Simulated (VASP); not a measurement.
# GaN (F-43m) in VASP: further runs

GaN is run at these levels: PBE, RPBE; tasks: single point.

All numbers are computed with VASP 6.6.1; they aren't measurements. Logs are shortened: lines on timing, memory, paths and dates and some standing lists are left out, and cuts for length are marked.

## (1) The cell of the first run

Symmetry: F-43m, No. 216, cubic system. The conventional cell has a = 4.507 Å, b = 4.507 Å, c = 4.507 Å, α = 90.00°, β = 90.00°, γ = 90.00°. Ga (site symmetry -43m) has 4 N at 1.95 Å within 2.6 Å. N (site symmetry -43m) has 4 Ga at 1.95 Å within 2.6 Å.

## (2) Single point, PBE

The input, INCAR:

```
PREC = Accurate
ENCUT = 600
EDIFF = 1E-6
ISMEAR = -1
SIGMA = 0.13605693122994
LREAL = False
LASPH = True
NELM = 120
ALGO = Normal
ISIF = 2
LWAVE = False
LCHARG = False
GGA = PE
NBANDS = 16
GGA_COMPAT = False
```

The input, KPOINTS:

```
Automatic mesh
0
Gamma
  6 6 6
```

The input, POSCAR:

```
GaN
1.0
    0.0000000000      2.2535006075      2.2535006075
    2.2535006075      0.0000000000      2.2535006075
    2.2535006075      2.2535006075      0.0000000000
Ga N
1 1
Direct
    0.0000000000      0.0000000000      0.0000000000
    0.7500000000      0.7500000000      0.7500000000
```

Potentials or basis: VASP PAW PBE potentials, release 64 (Ga_d, N).

Command:

```
$ cat potpaw_PBE.64/Ga_d/POTCAR potpaw_PBE.64/N/POTCAR > POTCAR
$ mpirun -np 1 vasp_std > vasp.out
```

OUTCAR:

```text
PREC = Accurate
   ENCUT = 600
   EDIFF = 1E-6
   ISMEAR = -1
   LREAL = False
   LASPH = True
   NELM = 120
   ISIF = 2
   GGA = PE

 ion  position               nearest neighbor table
   1  0.000  0.000  0.000-   2 1.95   2 1.95   2 1.95   2 1.95
   2  0.750  0.750  0.750-   1 1.95   1 1.95   1 1.95   1 1.95

  LATTYP: Found a face centered cubic cell.
 ALAT       =     4.5070012150

  Lattice vectors:

 A1 = (   0.0000000000,   2.2535006075,   2.2535006075)
 A2 = (   2.2535006075,   0.0000000000,   2.2535006075)
 A3 = (   2.2535006075,   2.2535006075,   0.0000000000)

Analysis of symmetry for initial positions (statically):
=====================================================================
 Subroutine PRICEL returns:
 Original cell was already a primitive cell.

 Routine SETGRP: Setting up the symmetry group for a
 face centered cubic supercell.

 Subroutine GETGRP returns: Found 24 space group operations
 (whereof 24 operations were pure point group operations)
 out of a pool of 48 trial point group operations.

The static configuration has the point symmetry T_d .

Analysis of symmetry for dynamics (positions and initial velocities):
=====================================================================
 Subroutine PRICEL returns:
 Original cell was already a primitive cell.

 Routine SETGRP: Setting up the symmetry group for a
 face centered cubic supercell.

 Subroutine GETGRP returns: Found 24 space group operations
 (whereof 24 operations were pure point group operations)
 out of a pool of 48 trial point group operations.

The dynamic configuration has the point symmetry T_d .

 Subroutine INISYM returns: Found 24 space group operations
 (whereof 24 operations are pure point group operations),
 and found     1 'primitive' translations

----------------------------------------------------------------------------------------

                                     Primitive cell

  volume of cell :      22.8877

  direct lattice vectors                    reciprocal lattice vectors
     0.000000000  2.253500607  2.253500607    -0.221877020  0.221877020  0.221877020
     2.253500607  0.000000000  2.253500607     0.221877020 -0.221877020  0.221877020
     2.253500607  2.253500607  0.000000000     0.221877020  0.221877020 -0.221877020

  length of vectors
     3.186931122  3.186931122  3.186931122     0.384302272  0.384302272  0.384302272

  position of ions in fractional coordinates (direct lattice)
     0.000000000  0.000000000  0.000000000
     0.750000000  0.750000000  0.750000000

  ion indices of the primitive-cell ions
   primitive index   ion index
                 1           1
                 2           2

----------------------------------------------------------------------------------------

 KPOINTS: Automatic mesh

Automatic generation of k-mesh.
 Grid dimensions read from file:
 generate k-points for:    6    6    6

 Generating k-lattice:

  Cartesian coordinates                     Fractional coordinates (reciprocal lattice)
    -0.036979503  0.036979503  0.036979503     0.166666667  0.000000000  0.000000000
     0.036979503 -0.036979503  0.036979503     0.000000000  0.166666667  0.000000000
     0.036979503  0.036979503 -0.036979503     0.000000000  0.000000000  0.166666667

  Length of vectors
     0.064050379  0.064050379  0.064050379

  Shift w.r.t. Gamma in fractional coordinates (k-lattice)
     0.000000000  0.000000000  0.000000000

 Subroutine IBZKPT returns following result:
 ===========================================

 Found     16 irreducible k-points:

 Following reciprocal coordinates:
            Coordinates               Weight
  0.000000  0.000000  0.000000      1.000000
  0.166667  0.000000  0.000000      8.000000
  0.333333  0.000000  0.000000      8.000000
  0.500000  0.000000  0.000000      4.000000
  0.166667  0.166667  0.000000      6.000000
  0.333333  0.166667  0.000000     24.000000
[... 8 lines left out ...]
 -0.333333  0.333333  0.166667     24.000000
 -0.333333  0.500000  0.166667     12.000000
   k-points           NKPTS =     16   k-points in BZ     NKDIM =     16   number of bands    NBANDS=     16
   number of dos      NEDOS =    301   number of ions     NIONS =      2
   total plane-waves  NPLWV =  21952
   dimension x,y,z NGX =    28 NGY =   28 NGZ =   28
   dimension x,y,z NGXF=    56 NGYF=   56 NGZF=   56
   ions per type =               1   1
   NGX,Y,Z   is equivalent  to a cutoff of  14.61, 14.61, 14.61 a.u.
   NGXF,Y,Z  is equivalent  to a cutoff of  29.21, 29.21, 29.21 a.u.
 SYSTEM =  unknown system
   PREC   = accura    normal or accurate (medium, high low for compatibility)
   ISTART =      0    job   : 0-new  1-cont  2-samecut
   ICHARG =      2    charge: 1-file 2-atom 10-const
   ISPIN  =      1    spin polarized calculation?
   LNONCOLLINEAR =      F non collinear calculations
   LSORBIT =      F    spin-orbit coupling
   LASPH  =      T    aspherical Exc in radial PAW
   ENCUT  =  600.0 eV  44.10 Ry    6.64 a.u.   6.37  6.37  6.37*2*pi/ulx,y,z
   NELM   =    120;   NELMIN=  2; NELMDL= -5     # of ELM steps
   EDIFF  = 0.1E-05   stopping-criterion for ELM
   LREAL  =      F    real-space projection
[... 7 lines left out ...]
   TEBEG  =    0.0;   TEEND  =   0.0 temperature during run
   PSTRESS=    0.0 pullay stress
   NELECT =      18.0000    total number of electrons
   NUPDOWN=      -1.0000    fix difference up-down
   EMIN   =  10.00;   EMAX   =-10.00  energy-range for DOS
   EFERMI =   0.00;   METHOD = LEGACY
   ISMEAR =    -1;   SIGMA  =   0.14  broadening in eV -4-tet -1-fermi 0-gaus
   EFERMI_NEDOS =   21; number of points for ismear=-14 and -15
   IALGO  =     38    algorithm
   IMIX   =      4    mixing-type and parameters
     AMIX     =   0.40;   BMIX     =  1.00
     AMIX_MAG =   1.60;   BMIX_MAG =  1.00
  volume/ion in A,a.u.               =      11.44        77.23
  Fermi-wavevector in a.u.,A,eV,Ry     =   1.511117  2.855596 31.068543  2.283473
  Thomas-Fermi vector in A             =   2.621216
   LORBIT       =      0    0 simple, 1 ext, 2 COOP (PROOUT), +10 PAW based schemes
   GGA     = PE    functional components
   LHFCALC =     F    Hartree Fock is set to
   AEXX    =    0.0000 exact exchange contribution
   IVDW    =     0    specifies the selected vdW correction
   LEPSILON=     F    determine dielectric tensor
   LRPA    =     F    only Hartree local field effects (RPA)
 non-spin polarized calculation
  energy-cutoff  :      600.00
  volume of cell :       22.89
 maximum number of plane-waves:       778
 NGX is ok and might be reduce to    28
   NGX = 13   NGY = 13   NGZ = 13

 number of electron      18.0000005 magnetization

 Free energy of the ion-electron system (eV)
  ---------------------------------------------------
  ext. energy  EPLUGINS =         0.00000000
  ---------------------------------------------------
  free energy    TOTEN  =       -12.14021535 eV

  energy without entropy =      -12.14012912  energy(sigma->0) =      -12.14017223

 E-fermi :   6.2685     XC(G=0): -11.6659

 val. band max:        5.2861196451   @ k =   0.0000   0.0000   0.0000
 cond. band min:       7.0085428922   @ k =   0.0000   0.0000   0.0000
 fundamental gap:      1.7224232470
 Fermi energy:         6.2684722693

 k-point     1 :       0.0000    0.0000    0.0000
  band No.  band energies     occupation
      1     -10.6494      2.00000
      2      -8.1608      2.00000
      3      -8.1608      2.00000
      4      -8.1608      2.00000
      5      -7.8412      2.00000
      6      -7.8412      2.00000
[... 8 lines left out ...]
     15      24.1375      0.00000
     16      24.1375      0.00000

 k-point     2 :       0.1667    0.0000    0.0000
  band No.  band energies     occupation
      1     -10.3655      2.00000
      2      -8.1269      2.00000
      3      -8.1269      2.00000
      4      -8.0334      2.00000
      5      -7.8426      2.00000
      6      -7.8426      2.00000
[... 8 lines left out ...]
     15      22.1955      0.00000
     16      22.1955      0.00000

 k-point     3 :       0.3333    0.0000    0.0000
  band No.  band energies     occupation
      1      -9.8940      2.00000
      2      -8.0818      2.00000
      3      -8.0818      2.00000
      4      -7.8204      2.00000
      5      -7.8204      2.00000
      6      -7.3711      2.00000
[... 8 lines left out ...]
     15      22.9543      0.00000
     16      22.9543      0.00000

 k-point     4 :       0.5000    0.0000    0.0000
  band No.  band energies     occupation
      1      -9.7419      2.00000
      2      -8.0733      2.00000
      3      -8.0732      2.00000
      4      -7.7941      2.00000
      5      -7.7941      2.00000
      6      -6.5949      2.00000
[... 8 lines left out ...]
     15      24.9463      0.00000
     16      24.9463      0.00000

 k-point     5 :       0.1667    0.1667    0.0000
  band No.  band energies     occupation
      1     -10.2752      2.00000
      2      -8.0919      2.00000
      3      -8.0919      2.00000
      4      -8.0509      2.00000
      5      -7.8505      2.00000
      6      -7.8220      2.00000
[... 8 lines left out ...]
     15      25.8589      0.00000
     16      26.0486      0.00000

 k-point     6 :       0.3333    0.1667    0.0000
  band No.  band energies     occupation
      1      -9.8861      2.00000
      2      -8.0635      2.00000
      3      -8.0322      2.00000
      4      -7.9260      2.00000
      5      -7.8009      2.00000
      6      -7.4675      2.00000
[... 8 lines left out ...]
     15      24.7850      0.00000
     16      25.3128      0.00000
[... 115 lines left out ...]
 k-point    13 :       0.5000    0.5000    0.0000
  band No.  band energies     occupation
      1      -9.5710      2.00000
      2      -8.0760      2.00000
      3      -7.8572      2.00000
      4      -7.8572      2.00000
      5      -7.7644      2.00000
      6      -6.1708      2.00000
[... 8 lines left out ...]
     15      27.0526      0.00000
     16      29.8978      0.00000

 k-point    14 :       0.5000    0.3333    0.1667
  band No.  band energies     occupation
      1      -9.6744      2.00000
      2      -8.0259      2.00000
      3      -8.0045      2.00000
      4      -7.8997      2.00000
      5      -7.8044      2.00000
      6      -6.7213      2.00000
[... 8 lines left out ...]
     15      25.1721      0.00000
     16      27.6882      0.00000

 k-point    15 :      -0.3333    0.3333    0.1667
  band No.  band energies     occupation
      1      -9.6032      2.00000
      2      -8.0398      2.00000
      3      -7.9740      2.00000
      4      -7.8642      2.00000
      5      -7.8180      2.00000
      6      -6.1008      2.00000
[... 8 lines left out ...]
     15      24.1690      0.00000
     16      28.0965      0.00000

 k-point    16 :      -0.3333    0.5000    0.1667
  band No.  band energies     occupation
      1      -9.5693      2.00000
      2      -8.0303      2.00000
      3      -7.9572      2.00000
      4      -7.8494      2.00000
      5      -7.8015      2.00000
      6      -5.9546      2.00000
[... 8 lines left out ...]
     15      25.9499      0.00000
     16      28.3024      0.00000

------------------------ aborting loop because EDIFF is reached ----------------------------------------

  FORCE on cell =-STRESS in cart. coord.  units (eV):
  Direction    XX          YY          ZZ          XY          YZ          ZX
  --------------------------------------------------------------------------------------
  -------------------------------------------------------------------------------------
  Total        0.7002231      0.7002231      0.7002231      0.0000000      0.0000000      0.0000000
  in kB       49.0166908     49.0166908     49.0166908      0.0000000      0.0000000      0.0000000
  external PRESSURE =      49.0166908 kB  Pullay stress =       0.0000000 kB

 VOLUME and BASIS-vectors are now :
 -----------------------------------------------------------------------------
  energy-cutoff  :      600.00
  volume of cell :       22.89
      direct lattice vectors                 reciprocal lattice vectors
     0.000000000  2.253500607  2.253500607    -0.221877020  0.221877020  0.221877020
     2.253500607  0.000000000  2.253500607     0.221877020 -0.221877020  0.221877020
     2.253500607  2.253500607  0.000000000     0.221877020  0.221877020 -0.221877020

 POSITION                                       TOTAL-FORCE (eV/Angst)
 -----------------------------------------------------------------------------------
      0.00000      0.00000      0.00000        -0.000000      0.000000      0.000000
      3.38025      3.38025      3.38025         0.000000     -0.000000     -0.000000
 -----------------------------------------------------------------------------------
    total drift:                               -0.000000     -0.000000     -0.000000

  FREE ENERGIE OF THE ION-ELECTRON SYSTEM (eV)
  ---------------------------------------------------
  free  energy   TOTEN  =       -12.1402153465 eV

  energy  without entropy=      -12.1401291224  energy(sigma->0) =      -12.14017223
```

It took 6.9 s on 1 thread of AMD EPYC 9R45 (Zen 5), shared host; peak memory 0.13 GiB.

What came out:

```
Free energy            : -12.1402 eV
Pressure               : 4.9 GPa
Band gap on the k mesh : 1.72 eV, direct
```

Levels at points of the mesh, in eV from the valence-band top:
```csv
k point,band 6,band 7,band 8,band 9,band 10,band 11,band 12,band 13
"(0.00, 0.00, 0.00)",-13.13,0.00,0.00,0.00,1.72,10.30,10.30,10.30
"(0.50, 0.00, 0.00)",-11.88,-7.04,-0.97,-0.97,4.64,8.73,10.36,10.36
"(0.50, 0.50, 0.00)",-11.46,-6.13,-2.70,-2.70,3.35,6.66,11.71,13.96
```

Expect the measured gap to be larger: semilocal functionals such as PBE lack the derivative discontinuity.

## (3) Single point, RPBE

The input, INCAR:

```
ALGO = Normal
EDIFF = 1E-6
ENCUT = 600
GGA = RP
GGA_COMPAT = False
ISIF = 2
ISMEAR = 0
LASPH = True
LCHARG = True
LELF = True
LREAL = False
LVHAR = True
LWAVE = False
NBANDS = 16
NELM = 120
PREC = Accurate
SIGMA = 0.1
```

The input, KPOINTS:

```
k-points
0
Gamma
  6 6 6
```

POSCAR is that of step 2.

Potentials or basis: VASP PAW PBE potentials, release 64 (Ga_d, N).

Command:

```
$ cat potpaw_PBE.64/Ga_d/POTCAR potpaw_PBE.64/N/POTCAR > POTCAR
$ mpirun -np 1 vasp_std > vasp.out
```

Run time: 7.5 s. Hardware: 1 thread of AMD EPYC 9R45 (Zen 5), shared host; peak memory 0.13 GiB.

Results (log left out):

| Property | Result |
| --- | --- |
| Free energy | -11.3002 eV |
| Pressure | 8.8 GPa |
| Band gap on the k mesh | 1.78 eV, direct |

Levels at points of the mesh, in eV from the valence-band top:
| k point | band 5 | band 6 | band 7 | band 8 | band 9 | band 10 | band 11 | band 12 | band 13 | band 14 |
| --- | --- | --- | --- | --- | --- | --- | --- | --- | --- | --- |
| (0.00, 0.00, 0.00) | -13.13 | -13.13 | 0.00 | 0.00 | 0.00 | 1.78 | 10.37 | 10.37 | 10.37 | 17.78 |
| (0.50, 0.00, 0.00) | -13.08 | -11.91 | -7.00 | -0.96 | -0.96 | 4.72 | 8.82 | 10.43 | 10.43 | 15.78 |
| (0.50, 0.50, 0.00) | -13.05 | -11.50 | -6.09 | -2.69 | -2.69 | 3.41 | 6.75 | 11.84 | 14.07 | 14.07 |

Caveat: the PAW data sets were made with another functional, which shifts forces and pressure a little.
